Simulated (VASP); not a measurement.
A run of VASP 6.6.1 is set up as follows.

INCAR

```
SYSTEM = SnSe2
PREC = Accurate ; ENCUT = 520
EDIFF = 1E-8 ; ISMEAR = 0
SIGMA = 0.01 ; LREAL = .False.
LASPH = .True. ; NELM = 80
ALGO = Normal ; ISIF = 2
LWAVE = .False. ; LCHARG = .False.
GGA = PS ; LEPSILON = .True.
```

The input KPOINTS:

```
regular mesh
0
Gamma
  6 6 4
  0 0 0
```

Contents of POSCAR:

```
SnSe2
1.0
    3.8110000000      0.0000000000      0.0000000000
   -1.9055000000      3.3004230000      0.0000000000
    0.0000000000      0.0000000000      6.1360000000
Sn Se
1 2
Direct
    0.0000000000      0.0000000000      0.0000000000
    0.3333333333      0.6666666667      0.2490000000
    0.6666666667      0.3333333333      0.7510000000
```

Potentials or basis: VASP PAW PBE potentials, release 64 (Sn_d, Se).

Launch:

```bash
$ cat potpaw_PBE.64/Sn_d/POTCAR potpaw_PBE.64/Se/POTCAR > POTCAR
$ mpirun -np 1 vasp_std > vasp.out
```

What does it give for the electronic dielectric tensor (diagonal)?

13.27, 13.27, 10.49.

Estimate the Born charges (mean of the diagonal).

Sn +4.13; Se -2.06 e.

What does it give for the band gap on the k mesh?

0.74 eV, indirect (least direct gap 1.00 eV).

Electronic dielectric tensor:
```
13.27  0.00  0.00
 0.00 13.27  0.00
 0.00  0.00 10.49
```

Caveat: spin-orbit coupling is left out, which moves the levels of the heavy elements. A k mesh can miss the band edges.
